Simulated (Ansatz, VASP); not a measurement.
**Two plane-wave programs on Yb**

```
CELL_PARAMETERS angstrom
0.00000 2.45695 2.45695
2.45695 0.00000 2.45695
2.45695 2.45695 0.00000
ATOMIC_POSITIONS crystal
Yb 0.00000 0.00000 0.00000
```

Alike in both runs: task single point; functional LDA; k mesh 11 × 11 × 11; occupations methfessel-paxton of order 1, width 1 eV; no spin polarisation.

```csv
,VASP,Ansatz
version,VASP 6.6.1,Ansatz 0.2.0
potentials or method,"VASP PAW PBE potentials, release 64 (Yb), cutoff 520 eV","plane waves (420 eV) with PAW, scalar-relativistic"
valence electrons in the cell,24,24
```

```tsv
	VASP	Ansatz	Ansatz less VASP
pressure (GPa)	4.0	-0.2	-4.24
```

VASP's potentials were made for PBE, not for LDA, and Ansatz warns of the same on its side. LDA's correlation is that of Perdew and Zunger in VASP and of Perdew and Wang (1992) in Ansatz. One of these differences is far larger than is usual between the two programs; its cause wasn't traced.

Spin-orbit coupling is off throughout.
